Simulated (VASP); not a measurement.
# Zn (C2/m) in VASP: notebook

Runs on Zn. Level: PBE. Tasks: single point, relaxation of shape and atoms at fixed volume.

All numbers are computed with VASP 6.6.1; they aren't measurements. Logs are shortened: lines on timing, memory, paths and dates and some standing lists are left out, and cuts for length are marked.

## Step 1: The cell of the first run

The structure is monoclinic, space group C2/m (No. 12). Conventional cell: a = 4.510 Å, b = 2.599 Å, c = 7.569 Å, α = 90.00°, β = 101.96°, γ = 90.00°. Within 3.4 Å of Zn (site symmetry 2/m) lie 12 Zn at 2.60 to 2.91 Å. Zn (site symmetry m) has 12 Zn at 2.60 to 2.91 Å within 3.4 Å.

## Step 2: Single point, PBE (14.46 Å³/atom)

File INCAR:

```
SYSTEM = Zn
ALGO = Fast
EDIFF = 1E-7
ENCUT = 520
GGA = PE
ISIF = 2
ISMEAR = 0
LASPH = .TRUE.
LCHARG = .FALSE.
LREAL = .FALSE.
LWAVE = .FALSE.
NBANDS = 25
NELM = 80
PREC = Accurate
SIGMA = 0.1
```

File KPOINTS:

```
k-points
0
G
  18 18 6
  0 0 0
```

File POSCAR:

```
Zn
1.0
    2.2550682380     -1.2994918558      0.0021515891
    2.2550682380      1.2994918558      0.0021515891
   -1.5760988986      0.0000000000      7.4025789597
Zn
3
Direct
    0.0000000000      0.0000000000      0.0000000000
    0.2228121333      0.2228121333      0.6655867882
    0.7771878667      0.7771878667      0.3344132118
```

Potentials or basis: VASP PAW PBE potentials, release 64 (Zn).

Command:

```sh
$ cat potpaw_PBE.64/Zn/POTCAR > POTCAR
$ mpirun -np 1 vasp_std > vasp.out
```

OUTCAR:

```text
SYSTEM = Zn
   EDIFF = 1E-7
   ENCUT = 520
   GGA = PE
   ISIF = 2
   ISMEAR = 0
   LASPH = .TRUE.
   LREAL = .FALSE.
   NELM = 80
   PREC = Accurate

 ion  position               nearest neighbor table
   1  0.000  0.000  0.000-   3 2.89   3 2.89   2 2.89   2 2.89   2 2.91   3 2.91
   2  0.223  0.223  0.666-   3 2.87   3 2.88   3 2.88   1 2.89   1 2.89   1 2.91
   3  0.777  0.777  0.334-   2 2.87   2 2.88   2 2.88   1 2.89   1 2.89   1 2.91

  LATTYP: Found a base centered monoclinic cell.
 ALAT       =     4.5101385289
 B/A-ratio  =     0.5762536328
 C/A-ratio  =     1.6781091368
 COS(beta)  =    -0.2073111345

  Lattice vectors:

 A1 = (   2.2550682380,  -1.2994918558,   0.0021515891)
 A2 = (   2.2550682380,   1.2994918558,   0.0021515891)
 A3 = (  -1.5760988986,   0.0000000000,   7.4025789597)

Analysis of symmetry for initial positions (statically):
=====================================================================
 Subroutine PRICEL returns:
 Original cell was already a primitive cell.

 Routine SETGRP: Setting up the symmetry group for a
 base centered monoclinic supercell.

 Subroutine GETGRP returns: Found  4 space group operations
 (whereof  4 operations were pure point group operations)
 out of a pool of  4 trial point group operations.

The static configuration has the point symmetry C_2h.

Analysis of symmetry for dynamics (positions and initial velocities):
=====================================================================
 Subroutine PRICEL returns:
 Original cell was already a primitive cell.

 Routine SETGRP: Setting up the symmetry group for a
 base centered monoclinic supercell.

 Subroutine GETGRP returns: Found  4 space group operations
 (whereof  4 operations were pure point group operations)
 out of a pool of  4 trial point group operations.

The dynamic configuration has the point symmetry C_2h.

 Subroutine INISYM returns: Found  4 space group operations
 (whereof  4 operations are pure point group operations),
 and found     1 'primitive' translations

----------------------------------------------------------------------------------------

                                     Primitive cell

  volume of cell :      43.3945

  direct lattice vectors                    reciprocal lattice vectors
     2.255068238 -1.299491856  0.002151589     0.221677748 -0.384765782  0.047197883
     2.255068238  1.299491856  0.002151589     0.221677748  0.384765782  0.047197883
    -1.576098899  0.000000000  7.402578960    -0.000128863  0.000000000  0.135060619

  length of vectors
     2.602694079  2.602694079  7.568504673     0.446557243  0.446557243  0.135060681

  position of ions in fractional coordinates (direct lattice)
     0.000000000  0.000000000  0.000000000
     0.222812133  0.222812133  0.665586788
     0.777187867  0.777187867  0.334413212

  ion indices of the primitive-cell ions
   primitive index   ion index
                 1           1
                 2           2
                 3           3

----------------------------------------------------------------------------------------

 KPOINTS: k-points

Automatic generation of k-mesh.
 Grid dimensions read from file:
 generate k-points for:   18   18    6

 Generating k-lattice:

  Cartesian coordinates                     Fractional coordinates (reciprocal lattice)
     0.012315430 -0.021375877  0.002622105     0.055555556 -0.000000000  0.000000000
     0.012315430  0.021375877  0.002622105    -0.000000000  0.055555556  0.000000000
    -0.000021477  0.000000000  0.022510103     0.000000000  0.000000000  0.166666667

  Length of vectors
     0.024808736  0.024808736  0.022510113

  Shift w.r.t. Gamma in fractional coordinates (k-lattice)
     0.000000000  0.000000000  0.000000000

 Subroutine IBZKPT returns following result:
 ===========================================

 Found    524 irreducible k-points:

 Following reciprocal coordinates:
            Coordinates               Weight
  0.000000  0.000000  0.000000      1.000000
  0.055556  0.000000  0.000000      4.000000
  0.111111  0.000000  0.000000      4.000000
  0.166667 -0.000000  0.000000      4.000000
  0.222222  0.000000  0.000000      4.000000
  0.277778  0.000000  0.000000      4.000000
[... 16 lines left out ...]
 -0.277778  0.055556 -0.000000      4.000000
 -0.222222  0.055556 -0.000000      4.000000
 [... further k-points ...]
   k-points           NKPTS =    524   k-points in BZ     NKDIM =    524   number of bands    NBANDS=     25
   number of dos      NEDOS =    301   number of ions     NIONS =      3
   total plane-waves  NPLWV =  22400
   dimension x,y,z NGX =    20 NGY =   20 NGZ =   56
   dimension x,y,z NGXF=    40 NGYF=   40 NGZF=  112
   ions per type =               3
   NGX,Y,Z   is equivalent  to a cutoff of  12.77, 12.77, 12.30 a.u.
   NGXF,Y,Z  is equivalent  to a cutoff of  25.55, 25.55, 24.60 a.u.
 SYSTEM =  Zn
   PREC   = accura    normal or accurate (medium, high low for compatibility)
   ISTART =      0    job   : 0-new  1-cont  2-samecut
   ICHARG =      2    charge: 1-file 2-atom 10-const
   ISPIN  =      1    spin polarized calculation?
   LNONCOLLINEAR =      F non collinear calculations
   LSORBIT =      F    spin-orbit coupling
   LASPH  =      T    aspherical Exc in radial PAW
   ENCUT  =  520.0 eV  38.22 Ry    6.18 a.u.   4.84  4.84 14.07*2*pi/ulx,y,z
   NELM   =     80;   NELMIN=  2; NELMDL= -5     # of ELM steps
   EDIFF  = 0.1E-06   stopping-criterion for ELM
   LREAL  =      F    real-space projection
   EDIFFG = 0.1E-05   stopping-criterion for IOM
   NSW    =      0    number of steps for IOM
   IBRION =     -1    ionic relax: 0-MD 1-quasi-New 2-CG
   NFREE  =      0    steps in history (QN), initial steepest desc. (CG)
   ISIF   =      2    stress and relaxation
   ISYM   =      2    0-nonsym 1-usesym 2-fastsym
   POTIM  = 0.5000    time-step for ionic-motion
   TEBEG  =    0.0;   TEEND  =   0.0 temperature during run
   PSTRESS=    0.0 pullay stress
   NELECT =      36.0000    total number of electrons
   NUPDOWN=      -1.0000    fix difference up-down
   EMIN   =  10.00;   EMAX   =-10.00  energy-range for DOS
   EFERMI =   0.00;   METHOD = LEGACY
   ISMEAR =     0;   SIGMA  =   0.10  broadening in eV -4-tet -1-fermi 0-gaus
   EFERMI_NEDOS =   21; number of points for ismear=-14 and -15
   IALGO  =     68    algorithm
   IMIX   =      4    mixing-type and parameters
     AMIX     =   0.40;   BMIX     =  1.00
     AMIX_MAG =   1.60;   BMIX_MAG =  1.00
  volume/ion in A,a.u.               =      14.46        97.61
  Fermi-wavevector in a.u.,A,eV,Ry     =   1.538264  2.906897 32.194862  2.366256
  Thomas-Fermi vector in A             =   2.644657
   LORBIT       =      0    0 simple, 1 ext, 2 COOP (PROOUT), +10 PAW based schemes
   GGA     = PE    functional components
   LHFCALC =     F    Hartree Fock is set to
   AEXX    =    0.0000 exact exchange contribution
   IVDW    =     0    specifies the selected vdW correction
   LEPSILON=     F    determine dielectric tensor
   LRPA    =     F    only Hartree local field effects (RPA)
 non-spin polarized calculation
 RMM-DIIS sequential band-by-band and
 Gauss-broadening in eV      SIGMA  =   0.10
  energy-cutoff  :      520.00
  volume of cell :       43.39
 maximum number of plane-waves:      1187
   NGX =  9   NGY =  9   NGZ = 29

 number of electron      36.0000003 magnetization

 Free energy of the ion-electron system (eV)
  ---------------------------------------------------
  ext. energy  EPLUGINS =         0.00000000
  ---------------------------------------------------
  free energy    TOTEN  =        -3.27400531 eV

  energy without entropy =       -3.27117054  energy(sigma->0) =       -3.27258793

 E-fermi :   3.4624     XC(G=0): -11.8108

 val. band max:        3.4599182573   @ k =   0.2778   0.1111   0.1667
 cond. band min:       3.4627293633   @ k =  -0.4444   0.5000   0.1667
 fundamental gap:      0.0028111060
 Fermi energy:         3.4624487436

 k-point     1 :       0.0000    0.0000    0.0000
  band No.  band energies     occupation
      1      -7.3380      2.00000
      2      -5.6056      2.00000
      3      -5.5975      2.00000
      4      -4.6379      2.00000
      5      -4.3635      2.00000
      6      -4.3560      2.00000
[... 17 lines left out ...]
     24      22.6148      0.00000
     25      22.7871      0.00000

 k-point     2 :       0.0556    0.0000    0.0000
  band No.  band energies     occupation
      1      -7.2403      2.00000
      2      -5.5588      2.00000
      3      -5.5187      2.00000
      4      -4.6249      2.00000
      5      -4.3731      2.00000
      6      -4.3580      2.00000
[... 17 lines left out ...]
     24      21.3531      0.00000
     25      21.4221      0.00000

 k-point     3 :       0.1111    0.0000    0.0000
  band No.  band energies     occupation
      1      -6.9508      2.00000
      2      -5.3969      2.00000
      3      -5.3334      2.00000
      4      -4.5913      2.00000
      5      -4.4130      2.00000
      6      -4.3926      2.00000
[... 17 lines left out ...]
     24      20.0417      0.00000
     25      20.7581      0.00000

 k-point     4 :       0.1667   -0.0000    0.0000
  band No.  band energies     occupation
      1      -6.4853      2.00000
      2      -5.1683      2.00000
      3      -5.1022      2.00000
      4      -4.5578      2.00000
      5      -4.4750      2.00000
      6      -4.4483      2.00000
[... 17 lines left out ...]
     24      18.7662      0.00000
     25      18.9805      0.00000
[... 477 lines left out ...]
 k-point    22 :      -0.3333    0.0556   -0.0000
  band No.  band energies     occupation
      1      -5.1008      2.00000
      2      -5.0505      2.00000
      3      -4.9987      2.00000
      4      -4.8025      2.00000
      5      -4.7410      2.00000
      6      -4.4274      2.00000
[... 17 lines left out ...]
     24      14.4791      0.00000
     25      14.5568      0.00000

 k-point    23 :      -0.2778    0.0556   -0.0000
  band No.  band energies     occupation
      1      -5.1702      2.00000
      2      -4.9784      2.00000
      3      -4.9236      2.00000
      4      -4.7361      2.00000
      5      -4.6698      2.00000
      6      -4.4237      2.00000
[... 17 lines left out ...]
     24      15.0729      0.00000
     25      15.5439      0.00000

 k-point    24 :      -0.2222    0.0556   -0.0000
  band No.  band energies     occupation
      1      -5.5446      2.00000
      2      -4.9330      2.00000
      3      -4.8790      2.00000
      4      -4.6478      2.00000
      5      -4.5860      2.00000
      6      -4.4807      2.00000
[... 17 lines left out ...]
     24      15.8590      0.00000
     25      16.4229      0.00000

 [... further k-points ...]
[... 5 lines left out ...]
  --------------------------------------------------------------------------------------
  -------------------------------------------------------------------------------------
  Total        1.3437073      1.3316410      1.2603911      0.0000000      0.0000000     -0.0144687
  in kB       49.6113157     49.1658132     46.5351799      0.0000000      0.0000000     -0.5342005
  external PRESSURE =      48.4374363 kB  Pullay stress =       0.0000000 kB

 VOLUME and BASIS-vectors are now :
 -----------------------------------------------------------------------------
  energy-cutoff  :      520.00
  volume of cell :       43.39
      direct lattice vectors                 reciprocal lattice vectors
     2.255068238 -1.299491856  0.002151589     0.221677748 -0.384765782  0.047197883
     2.255068238  1.299491856  0.002151589     0.221677748  0.384765782  0.047197883
    -1.576098899  0.000000000  7.402578960    -0.000128863  0.000000000  0.135060619

 POSITION                                       TOTAL-FORCE (eV/Angst)
 -----------------------------------------------------------------------------------
      0.00000      0.00000      0.00000        -0.000000      0.000000      0.000000
     -0.04412      0.00000      4.92802         0.001171     -0.000000      0.002015
      2.97816      0.00000      2.47886        -0.001171     -0.000000     -0.002015
 -----------------------------------------------------------------------------------
    total drift:                                0.000000      0.000000     -0.000000

  FREE ENERGIE OF THE ION-ELECTRON SYSTEM (eV)
  ---------------------------------------------------
  free  energy   TOTEN  =        -3.2740053137 eV

  energy  without entropy=       -3.2711705371  energy(sigma->0) =       -3.27258793
```

Wall time 3.5 min (1 thread of Intel Xeon 6975P-C (Granite Rapids), shared host); peak memory 0.49 GiB.

What came out:

```yaml
Free_energy: -3.2740 eV
Pressure: 4.8 GPa
Band_gap_on_the_k_mesh: zero (bands 18 and 19 overlap by 5.05 eV)
```

Forces in eV/Å, atoms in the order of the input:
```
Zn   0.000  0.000  0.000
Zn   0.001  0.000  0.002
Zn  -0.001  0.000 -0.002
```

Caveat: the cell stands under pressure.

(Continued in part 2 of 2.)
